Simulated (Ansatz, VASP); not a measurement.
**Two plane-wave programs on LiCl**

```
Li Cl
1.0
     8.33948    0.00000    0.00000
     0.00000    8.33948    0.00000
     0.00000    0.00000    5.18696
Li Cl
8 8
Direct
  0.64247 0.64212 0.00000
  0.85788 0.85753 0.50000
  0.35753 0.35788 0.00000
  0.14212 0.14247 0.50000
  0.64212 0.35753 0.50000
  0.85753 0.14212 0.00000
  0.35788 0.64247 0.50000
  0.14247 0.85788 0.00000
  0.15171 0.84867 0.50000
  0.34867 0.65171 0.00000
  0.84829 0.15133 0.50000
  0.65133 0.34829 0.00000
  0.15133 0.15171 0.00000
  0.34829 0.34867 0.50000
  0.84867 0.84829 0.00000
  0.65171 0.65133 0.50000
```

Alike in both runs: functional PBE; k mesh 4 × 4 × 6; occupations gaussian, width 0.02 eV; no spin polarisation.

Ansatz relaxed the structure, and its values are those at the end. VASP's run is a single point on that final structure, the one shown.

```csv
,VASP,Ansatz
version,VASP 6.6.1,Ansatz 0.2.0
potentials or method,"VASP PAW PBE potentials, release 64 (Li_sv, Cl), cutoff 520 eV","scalar-relativistic, plane waves, PAW"
valence electrons in the cell,80,80
```

|  | VASP | Ansatz | Ansatz less VASP |
| --- | --- | --- | --- |
| gap on the k mesh at the Fermi level (eV) | 5.43 | 5.42 | -0.005 |
| least direct gap on the mesh (eV) | 5.43 | 5.42 | -0.005 |

With one functional, cell and mesh, what is left measures potentials, basis and numerics. Ansatz's warnings: xc potential rough in thin density.

Noted on VASP's run: the cutoff is under 1.25 times that of the potentials, so the pressure is a little rough.
